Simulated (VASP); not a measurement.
Here is a VASP 6.6.1 calculation.

The input INCAR:

```
SYSTEM = HfO2
PREC = Accurate
ENCUT = 520
EDIFF = 1E-6
ISMEAR = 0
SIGMA = 0.02
LREAL = .False.
LASPH = .True.
NELM = 80
ALGO = Normal
ISIF = 2
LWAVE = .False.
LCHARG = .False.
GGA = PE
NBANDS = 56
```

Contents of KPOINTS:

```
Automatic mesh
0
Gamma
  6 6 6
  0 0 0
```

File POSCAR:

```
HfO2
1.0
    5.0973009389      0.0000000000      0.0023192393
    0.0000000000      5.1983170725      0.0000000000
   -0.8528113324      0.0000000000      5.1950566237
Hf O
4 8
Direct
    0.2770291570      0.0418942841      0.2082958661
    0.7229708430      0.5418942841      0.2917041339
    0.7229708430      0.9581057159      0.7917041339
    0.2770291570      0.4581057159      0.7082958661
    0.4456968008      0.7589769772      0.4812322978
    0.5543031992      0.2589769772      0.0187677022
    0.5543031992      0.2410230228      0.5187677022
    0.4456968008      0.7410230228      0.9812322978
    0.0747898389      0.3435642079      0.3351706401
    0.9252101611      0.8435642079      0.1648293599
    0.9252101611      0.6564357921      0.6648293599
    0.0747898389      0.1564357921      0.8351706401
```

Potentials or basis: VASP PAW PBE potentials, release 64 (Hf_pv, O).

Command:

```bash
$ cat potpaw_PBE.64/Hf_pv/POTCAR potpaw_PBE.64/O/POTCAR > POTCAR
$ mpirun -np 1 vasp_std > vasp.out
```

(1) Predict the largest force.

(2) Estimate the band gap on the k mesh.

(3) Predict the pressure.

Answers

(1) 0.077 eV/Å.

(2) 4.04 eV (least direct gap 4.14 eV).

(3) 2.4 GPa.

Caveat: spin-orbit coupling is left out, which moves the levels of the heavy elements.
